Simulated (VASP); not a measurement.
# PbS (Fm-3m) in VASP: notebook

PbS is run at these levels: LDA; tasks: electric field gradients.

All numbers are computed with VASP 6.6.1; they aren't measurements. Logs are shortened: lines on timing, memory, paths and dates and some standing lists are left out, and cuts for length are marked.

## (1) The cell of the first run

Symmetry: Fm-3m, No. 225, cubic system. The conventional cell has a = 5.880 Å, b = 5.880 Å, c = 5.880 Å, α = 90.00°, β = 90.00°, γ = 90.00°. Within 3.9 Å of Pb (site symmetry m-3m) lie 6 S at 2.94 Å. S (site symmetry m-3m) has 6 Pb at 2.94 Å within 3.9 Å.

## (2) Electric field gradients, LDA (volume scaled by 0.975)

INCAR reads:

```
SYSTEM = PbS
ALGO = Normal
EDIFF = 1E-8
ENCUT = 520
GGA = CA
ISIF = 2
ISMEAR = -1
LASPH = .True.
LCHARG = .False.
LEFG = .True.
LREAL = .False.
LWAVE = .False.
NBANDS = 17
NELM = 80
PREC = Accurate
SIGMA = 0.01
```

KPOINTS reads:

```
k-points
0
Gamma
  8 8 8
  0 0 0
```

POSCAR reads:

```
PbS
1.0
    0.0000000000      2.9400828556      2.9400828556
    2.9400828556      0.0000000000      2.9400828556
    2.9400828556      2.9400828556      0.0000000000
Pb S
1 1
Direct
    0.0000000000      0.0000000000      0.0000000000
    0.5000000000      0.5000000000      0.5000000000
```

Potentials or basis: VASP PAW LDA potentials, release 64 (Pb_d, S).

Launch:

```
$ cat potpaw_LDA.64/Pb_d/POTCAR potpaw_LDA.64/S/POTCAR > POTCAR
$ mpirun -np 1 vasp_std > vasp.out
```

OUTCAR:

```text
SYSTEM = PbS
   EDIFF = 1E-8
   ENCUT = 520
   GGA = CA
   ISIF = 2
   ISMEAR = -1
   LASPH = .True.
   LREAL = .False.
   NELM = 80
   PREC = Accurate

 ion  position               nearest neighbor table
   1  0.000  0.000  0.000-   2 2.94   2 2.94   2 2.94   2 2.94   2 2.94   2 2.94
   2  0.500  0.500  0.500-   1 2.94   1 2.94   1 2.94   1 2.94   1 2.94   1 2.94

  LATTYP: Found a face centered cubic cell.
 ALAT       =     5.8801657112

  Lattice vectors:

 A1 = (   0.0000000000,   2.9400828556,   2.9400828556)
 A2 = (   2.9400828556,   0.0000000000,   2.9400828556)
 A3 = (   2.9400828556,   2.9400828556,   0.0000000000)

Analysis of symmetry for initial positions (statically):
=====================================================================
 Subroutine PRICEL returns:
 Original cell was already a primitive cell.

 Routine SETGRP: Setting up the symmetry group for a
 face centered cubic supercell.

 Subroutine GETGRP returns: Found 48 space group operations
 (whereof 48 operations were pure point group operations)
 out of a pool of 48 trial point group operations.

The static configuration has the point symmetry O_h .

Analysis of symmetry for dynamics (positions and initial velocities):
=====================================================================
 Subroutine PRICEL returns:
 Original cell was already a primitive cell.

 Routine SETGRP: Setting up the symmetry group for a
 face centered cubic supercell.

 Subroutine GETGRP returns: Found 48 space group operations
 (whereof 48 operations were pure point group operations)
 out of a pool of 48 trial point group operations.

The dynamic configuration has the point symmetry O_h .

 Subroutine INISYM returns: Found 48 space group operations
 (whereof 48 operations are pure point group operations),
 and found     1 'primitive' translations

----------------------------------------------------------------------------------------

                                     Primitive cell

  volume of cell :      50.8287

  direct lattice vectors                    reciprocal lattice vectors
     0.000000000  2.940082856  2.940082856    -0.170063234  0.170063234  0.170063234
     2.940082856  0.000000000  2.940082856     0.170063234 -0.170063234  0.170063234
     2.940082856  2.940082856  0.000000000     0.170063234  0.170063234 -0.170063234

  length of vectors
     4.157905049  4.157905049  4.157905049     0.294558163  0.294558163  0.294558163

  position of ions in fractional coordinates (direct lattice)
     0.000000000  0.000000000  0.000000000
     0.500000000  0.500000000  0.500000000

  ion indices of the primitive-cell ions
   primitive index   ion index
                 1           1
                 2           2

----------------------------------------------------------------------------------------

 KPOINTS: k-points

Automatic generation of k-mesh.
 Grid dimensions read from file:
 generate k-points for:    8    8    8

 Generating k-lattice:

  Cartesian coordinates                     Fractional coordinates (reciprocal lattice)
    -0.021257904  0.021257904  0.021257904     0.125000000  0.000000000  0.000000000
     0.021257904 -0.021257904  0.021257904     0.000000000  0.125000000  0.000000000
     0.021257904  0.021257904 -0.021257904     0.000000000  0.000000000  0.125000000

  Length of vectors
     0.036819770  0.036819770  0.036819770

  Shift w.r.t. Gamma in fractional coordinates (k-lattice)
     0.000000000  0.000000000  0.000000000

 Subroutine IBZKPT returns following result:
 ===========================================

 Found     29 irreducible k-points:

 Following reciprocal coordinates:
            Coordinates               Weight
  0.000000  0.000000  0.000000      1.000000
  0.125000  0.000000  0.000000      8.000000
  0.250000  0.000000  0.000000      8.000000
  0.375000  0.000000  0.000000      8.000000
  0.500000  0.000000  0.000000      4.000000
  0.125000  0.125000  0.000000      6.000000
[... 16 lines left out ...]
  0.500000  0.250000  0.125000     48.000000
 -0.375000  0.250000  0.125000     24.000000
 [... further k-points ...]
   k-points           NKPTS =     29   k-points in BZ     NKDIM =     29   number of bands    NBANDS=     17
   number of dos      NEDOS =    301   number of ions     NIONS =      2
   total plane-waves  NPLWV =  32768
   dimension x,y,z NGX =    32 NGY =   32 NGZ =   32
   dimension x,y,z NGXF=    64 NGYF=   64 NGZF=   64
   ions per type =               1   1
   NGX,Y,Z   is equivalent  to a cutoff of  12.79, 12.79, 12.79 a.u.
   NGXF,Y,Z  is equivalent  to a cutoff of  25.59, 25.59, 25.59 a.u.
 SYSTEM =  PbS
   PREC   = accura    normal or accurate (medium, high low for compatibility)
   ISTART =      0    job   : 0-new  1-cont  2-samecut
   ICHARG =      2    charge: 1-file 2-atom 10-const
   ISPIN  =      1    spin polarized calculation?
   LNONCOLLINEAR =      F non collinear calculations
   LSORBIT =      F    spin-orbit coupling
   LASPH  =      T    aspherical Exc in radial PAW
   ENCUT  =  520.0 eV  38.22 Ry    6.18 a.u.   7.73  7.73  7.73*2*pi/ulx,y,z
   NELM   =     80;   NELMIN=  2; NELMDL= -5     # of ELM steps
   EDIFF  = 0.1E-07   stopping-criterion for ELM
   LREAL  =      F    real-space projection
   EDIFFG = 0.1E-06   stopping-criterion for IOM
   NSW    =      0    number of steps for IOM
   IBRION =     -1    ionic relax: 0-MD 1-quasi-New 2-CG
   NFREE  =      0    steps in history (QN), initial steepest desc. (CG)
   ISIF   =      2    stress and relaxation
   ISYM   =      2    0-nonsym 1-usesym 2-fastsym
   POTIM  = 0.5000    time-step for ionic-motion
   TEBEG  =    0.0;   TEEND  =   0.0 temperature during run
   PSTRESS=    0.0 pullay stress
   NELECT =      20.0000    total number of electrons
   NUPDOWN=      -1.0000    fix difference up-down
   EMIN   =  10.00;   EMAX   =-10.00  energy-range for DOS
   EFERMI =   0.00;   METHOD = LEGACY
   ISMEAR =    -1;   SIGMA  =   0.01  broadening in eV -4-tet -1-fermi 0-gaus
   EFERMI_NEDOS =   21; number of points for ismear=-14 and -15
   IALGO  =     38    algorithm
   IMIX   =      4    mixing-type and parameters
     AMIX     =   0.40;   BMIX     =  1.00
     AMIX_MAG =   1.60;   BMIX_MAG =  1.00
  volume/ion in A,a.u.               =      25.41       171.50
  Fermi-wavevector in a.u.,A,eV,Ry     =   1.199634  2.266979 19.580424  1.439121
  Thomas-Fermi vector in A             =   2.335491
   LORBIT       =      0    0 simple, 1 ext, 2 COOP (PROOUT), +10 PAW based schemes
   GGA     = CA    functional components
   LHFCALC =     F    Hartree Fock is set to
   AEXX    =    0.0000 exact exchange contribution
   IVDW    =     0    specifies the selected vdW correction
   LEPSILON=     F    determine dielectric tensor
   LRPA    =     F    only Hartree local field effects (RPA)
 non-spin polarized calculation
  energy-cutoff  :      520.00
  volume of cell :       50.83
 maximum number of plane-waves:      1384
   NGX = 15   NGY = 15   NGZ = 15

 number of electron      19.9999996 magnetization

 Free energy of the ion-electron system (eV)
  ---------------------------------------------------
  ext. energy  EPLUGINS =         0.00000000
  ---------------------------------------------------
  free energy    TOTEN  =        -9.99669110 eV

  energy without entropy =       -9.99668245  energy(sigma->0) =       -9.99668678

 E-fermi :   6.0339     XC(G=0): -10.1485

 val. band max:        5.9794454055   @ k =   0.5000   0.0000   0.0000
 cond. band min:       6.0883888190   @ k =   0.5000   0.0000   0.0000
 fundamental gap:      0.1089434135
 Fermi energy:         6.0339171158

 k-point     1 :       0.0000    0.0000    0.0000
  band No.  band energies     occupation
      1     -10.8761      2.00000
      2     -10.8761      2.00000
      3     -10.8761      2.00000
      4     -10.8678      2.00000
      5     -10.8678      2.00000
      6      -7.8642      2.00000
[... 9 lines left out ...]
     16      12.5264      0.00000
     17      14.3050      0.00000

 k-point     2 :       0.1250    0.0000    0.0000
  band No.  band energies     occupation
      1     -10.8757      2.00000
      2     -10.8757      2.00000
      3     -10.8754      2.00000
      4     -10.8658      2.00000
      5     -10.8658      2.00000
      6      -7.7223      2.00000
[... 9 lines left out ...]
     16      12.9096      0.00000
     17      15.5951      0.00000
[... 421 lines left out ...]
 k-point    24 :      -0.3750    0.2500    0.1250
  band No.  band energies     occupation
      1     -10.9478      2.00000
      2     -10.8854      2.00000
      3     -10.8601      2.00000
      4     -10.8437      2.00000
      5     -10.8199      2.00000
      6      -6.2534      2.00000
[... 9 lines left out ...]
     16      16.8088      0.00000
     17      17.0361      0.00000

 [... further k-points ...]

------------------------ aborting loop because EDIFF is reached ----------------------------------------

  FORCE on cell =-STRESS in cart. coord.  units (eV):
  Direction    XX          YY          ZZ          XY          YZ          ZX
  --------------------------------------------------------------------------------------
  -------------------------------------------------------------------------------------
  Total       -0.3307983     -0.3307983     -0.3307983      0.0000000     -0.0000000      0.0000000
  in kB      -10.4271401    -10.4271401    -10.4271401      0.0000000     -0.0000000      0.0000000
  external PRESSURE =     -10.4271401 kB  Pullay stress =       0.0000000 kB

 VOLUME and BASIS-vectors are now :
 -----------------------------------------------------------------------------
  energy-cutoff  :      520.00
  volume of cell :       50.83
      direct lattice vectors                 reciprocal lattice vectors
     0.000000000  2.940082856  2.940082856    -0.170063234  0.170063234  0.170063234
     2.940082856  0.000000000  2.940082856     0.170063234 -0.170063234  0.170063234
     2.940082856  2.940082856  0.000000000     0.170063234  0.170063234 -0.170063234

 POSITION                                       TOTAL-FORCE (eV/Angst)
 -----------------------------------------------------------------------------------
      0.00000      0.00000      0.00000         0.000000      0.000000      0.000000
      2.94008      2.94008      2.94008         0.000000     -0.000000     -0.000000
 -----------------------------------------------------------------------------------
    total drift:                                0.000000     -0.000000     -0.000000

  FREE ENERGIE OF THE ION-ELECTRON SYSTEM (eV)
  ---------------------------------------------------
  free  energy   TOTEN  =        -9.9966911008 eV

  energy  without entropy=       -9.9966824547  energy(sigma->0) =       -9.99668678

 Electric field gradients (V/A^2)
---------------------------------------------------------------------
 ion       V_xx      V_yy      V_zz      V_xy      V_xz      V_yz
---------------------------------------------------------------------
   1      -0.000     0.000     0.000    -0.001    -0.001    -0.001
   2       0.000     0.000    -0.000    -0.000    -0.000    -0.000
---------------------------------------------------------------------

 Electric field gradients after diagonalization (V/A^2)
 (convention: |V_zz| > |V_xx| > |V_yy|)
----------------------------------------------------------------------
 ion       V_xx      V_yy      V_zz     asymmetry (V_yy - V_xx)/ V_zz
----------------------------------------------------------------------
   1       0.001     0.001    -0.002       0.000
   2       0.000     0.000    -0.001       0.000
----------------------------------------------------------------------

           NMR quadrupolar parameters

 Cq : quadrupolar parameter    Cq=e*Q*V_zz/h
 eta: asymmetry parameters     (V_yy - V_xx)/ V_zz
 Q  : nuclear electric quadrupole moment in mb (millibarn)
----------------------------------------------------------------------
 ion       Cq(MHz)       eta       Q (mb)
----------------------------------------------------------------------
   1      -0.000       0.000       1.000
   2      -0.000       0.000       1.000
----------------------------------------------------------------------
```

Wall time 28 s (1 thread of Intel Xeon 8259CL, shared host); peak memory 0.16 GiB.

Results:

| Property | Result |
| --- | --- |
| Free energy | -9.9967 eV |
| Pressure | -1.0 GPa |
| Band gap on the k mesh | 0.11 eV, direct |

Levels at points of the mesh, in eV from the valence-band top:
```tsv
k point	band 7	band 8	band 9	band 10	band 11	band 12	band 13	band 14
(0.00, 0.00, 0.00)	-6.07	-2.33	-2.33	-2.33	5.11	5.11	5.11	6.55
(0.50, 0.00, 0.00)	-9.12	-1.90	-1.90	0.00	0.11	1.74	1.74	8.48
(0.50, 0.50, 0.00)	-7.35	-5.52	-3.67	-3.67	3.58	5.52	5.63	5.63
```

Caveat: without QUAD_EFG the Cq values of the log hold for a quadrupole moment of 1 mb, not for the nuclei; spin-orbit coupling is left out, which moves the levels of the heavy elements. A k mesh can miss the band edges.

## (3) Electric field gradients, LDA (volume scaled by 1.02)

INCAR reads:

```
SYSTEM = PbS
PREC = Accurate
ENCUT = 520
EDIFF = 1E-8
ISMEAR = -1
SIGMA = 0.01
LREAL = .False.
LASPH = .True.
NELM = 100
ALGO = Normal
ISIF = 2
LWAVE = .False.
LCHARG = .False.
GGA = CA
LEFG = .True.
NBANDS = 17
```

KPOINTS reads:

```
Automatic mesh
0
Gamma
  8 8 8
  0 0 0
```

POSCAR reads:

```
PbS
1.0
    0.0000000000      2.9846363338      2.9846363338
    2.9846363338      0.0000000000      2.9846363338
    2.9846363338      2.9846363338      0.0000000000
Pb S
1 1
Direct
    0.0000000000      0.0000000000      0.0000000000
    0.5000000000      0.5000000000      0.5000000000
```

Potentials or basis: VASP PAW LDA potentials, release 64 (Pb_d, S).

Launch:

```
$ cat potpaw_LDA.64/Pb_d/POTCAR potpaw_LDA.64/S/POTCAR > POTCAR
$ mpirun -np 1 vasp_std > vasp.out
```

OUTCAR:

```text
SYSTEM = PbS
   PREC = Accurate
   ENCUT = 520
   EDIFF = 1E-8
   ISMEAR = -1
   LREAL = .False.
   LASPH = .True.
   NELM = 100
   ISIF = 2
   GGA = CA

 ion  position               nearest neighbor table
   1  0.000  0.000  0.000-   2 2.98   2 2.98   2 2.98   2 2.98   2 2.98   2 2.98
   2  0.500  0.500  0.500-   1 2.98   1 2.98   1 2.98   1 2.98   1 2.98   1 2.98

  LATTYP: Found a face centered cubic cell.
 ALAT       =     5.9692726676

  Lattice vectors:

 A1 = (   0.0000000000,   2.9846363338,   2.9846363338)
 A2 = (   2.9846363338,   0.0000000000,   2.9846363338)
 A3 = (   2.9846363338,   2.9846363338,   0.0000000000)

Analysis of symmetry for initial positions (statically):
=====================================================================
 Subroutine PRICEL returns:
 Original cell was already a primitive cell.

 Routine SETGRP: Setting up the symmetry group for a
 face centered cubic supercell.

[... 668 lines left out ...]
      direct lattice vectors                 reciprocal lattice vectors
     0.000000000  2.984636334  2.984636334    -0.167524597  0.167524597  0.167524597
     2.984636334  0.000000000  2.984636334     0.167524597 -0.167524597  0.167524597
     2.984636334  2.984636334  0.000000000     0.167524597  0.167524597 -0.167524597

 POSITION                                       TOTAL-FORCE (eV/Angst)
 -----------------------------------------------------------------------------------
      0.00000      0.00000      0.00000        -0.000000      0.000000      0.000000
      2.98464      2.98464      2.98464         0.000000     -0.000000     -0.000000
 -----------------------------------------------------------------------------------
    total drift:                                0.000000     -0.000000     -0.000000

  FREE ENERGIE OF THE ION-ELECTRON SYSTEM (eV)
  ---------------------------------------------------
  free  energy   TOTEN  =        -9.9635660653 eV

  energy  without entropy=       -9.9635660599  energy(sigma->0) =       -9.96356606

 Electric field gradients (V/A^2)
---------------------------------------------------------------------
 ion       V_xx      V_yy      V_zz      V_xy      V_xz      V_yz
---------------------------------------------------------------------
   1       0.000    -0.000     0.000    -0.001    -0.001    -0.001
   2      -0.000     0.000     0.000    -0.000    -0.000    -0.000
---------------------------------------------------------------------

 Electric field gradients after diagonalization (V/A^2)
 (convention: |V_zz| > |V_xx| > |V_yy|)
----------------------------------------------------------------------
 ion       V_xx      V_yy      V_zz     asymmetry (V_yy - V_xx)/ V_zz
----------------------------------------------------------------------
   1       0.001     0.001    -0.002       0.000
   2       0.000     0.000    -0.001       0.000
----------------------------------------------------------------------

           NMR quadrupolar parameters

 Cq : quadrupolar parameter    Cq=e*Q*V_zz/h
 eta: asymmetry parameters     (V_yy - V_xx)/ V_zz
 Q  : nuclear electric quadrupole moment in mb (millibarn)
----------------------------------------------------------------------
 ion       Cq(MHz)       eta       Q (mb)
----------------------------------------------------------------------
   1      -0.000       0.000       1.000
   2      -0.000       0.000       1.000
----------------------------------------------------------------------
```

OSZICAR:

```text
N       E                     dE             d eps       ncg     rms          rms(c)
DAV:   1     0.160652617901E+03    0.16065E+03   -0.96884E+03   986   0.123E+03
DAV:   2     0.210878713095E+01   -0.15854E+03   -0.15239E+03  1030   0.315E+02
DAV:   3    -0.101257770547E+02   -0.12235E+02   -0.12140E+02  1344   0.927E+01
DAV:   4    -0.104215593123E+02   -0.29578E+00   -0.29546E+00  1255   0.158E+01
DAV:   5    -0.104331242751E+02   -0.11565E-01   -0.11565E-01  1471   0.305E+00    0.432E+00
DAV:   6    -0.997490450301E+01    0.45822E+00   -0.13828E+00  1532   0.778E+00    0.303E+00
DAV:   7    -0.996781862638E+01    0.70859E-02   -0.10408E-01  1134   0.161E+00    0.170E+00
DAV:   8    -0.996392158724E+01    0.38970E-02   -0.12000E-02  1239   0.105E+00    0.235E-01
DAV:   9    -0.996354754934E+01    0.37404E-03   -0.25084E-03  1453   0.374E-01    0.787E-02
DAV:  10    -0.996357074815E+01   -0.23199E-04   -0.15460E-04  1145   0.713E-02    0.561E-02
DAV:  11    -0.996356617948E+01    0.45687E-05   -0.19929E-05  1331   0.458E-02    0.939E-03
DAV:  12    -0.996356607455E+01    0.10493E-06   -0.83940E-07  1444   0.122E-02    0.219E-03
DAV:  13    -0.996356606319E+01    0.11356E-07   -0.14537E-07  1188   0.256E-03    0.131E-03
DAV:  14    -0.996356606528E+01   -0.20925E-08   -0.52069E-09   997   0.544E-04
   1 F= -.99635661E+01 E0= -.99635661E+01  d E =-.534767E-08
```

stdout:

```text
POSCAR found type information on POSCAR PbS
 POSCAR found :  2 types and       2 ions
 scaLAPACK will be used
 LDA part: xc-table for (Slater(with rela. corr.)+CA(PZ))
 , standard interpolation
 POSCAR, INCAR and KPOINTS ok, starting setup
 FFT: planning ... GRIDC
 FFT: planning ... GRID_SOFT
 FFT: planning ... GRID
 WAVECAR not read
 entering main loop
ion   1

ion   2
```

It took 33 s on 1 thread of Intel Xeon 8259CL, shared host; peak memory 0.16 GiB.

Results:

| Quantity | Value |
| --- | --- |
| Free energy | -9.9636 eV |
| Pressure | -3.5 GPa |
| Band gap on the k mesh | 0.27 eV, direct |

Levels at points of the mesh, in eV from the valence-band top:
```tsv
k point	band 7	band 8	band 9	band 10	band 11	band 12	band 13	band 14
(0.00, 0.00, 0.00)	-6.10	-2.05	-2.05	-2.05	5.03	5.03	5.03	6.71
(0.50, 0.00, 0.00)	-8.80	-1.66	-1.66	0.00	0.27	1.89	1.89	8.47
(0.50, 0.50, 0.00)	-7.23	-5.08	-3.32	-3.32	3.83	5.42	5.51	5.51
```

Caveat: without QUAD_EFG the Cq values of the log hold for a quadrupole moment of 1 mb, not for the nuclei; spin-orbit coupling is left out, which moves the levels of the heavy elements. A k mesh can miss the band edges.
